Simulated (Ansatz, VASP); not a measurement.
# Sn2H in VASP and in Ansatz

```xyz
6
Lattice="4.1414 0.0000 0.0000 -2.0707 3.5866 0.0000 0.0000 0.0000 9.3084" Properties=species:S:1:pos:R:3 pbc="T T T"
Sn    0.0000    0.0000    7.5540
Sn    0.0000    0.0000    1.7544
Sn    0.0000    0.0000    4.6542
Sn    0.0000    0.0000    0.0000
H     0.0000    2.3910    4.6542
H     2.0707    1.1955    4.6542
```

Alike in both runs: task relaxation of cell and atoms; functional PBE; k mesh 6 × 6 × 2; occupations gaussian, width 0.1 eV; no spin polarisation.

|  | VASP | Ansatz |
| --- | --- | --- |
| version | VASP 6.6.1 | Ansatz 0.2.0 |
| potentials or method | VASP PAW PBE potentials, release 64 (Sn_d, H), cutoff 600 eV | scalar-relativistic, plane waves, PAW |
| valence electrons in the cell | 58 | 58 |

VASP gave:

```
gap on the k mesh at the Fermi level, each at its own relaxed structure (eV)  : none
relaxed volume (Å³/atom)                                                      : 21.76
relaxed length of the cell vector where the two differ most in proportion (Å) : 12.490
```

Task: Estimate Ansatz's values.

Result: gap on the k mesh at the Fermi level, each at its own relaxed structure (eV): none; relaxed volume (Å³/atom): 21.92; relaxed length of the cell vector where the two differ most in proportion (Å): 12.552.

A gap of «none» marks a metal or a gap that the smearing closes.
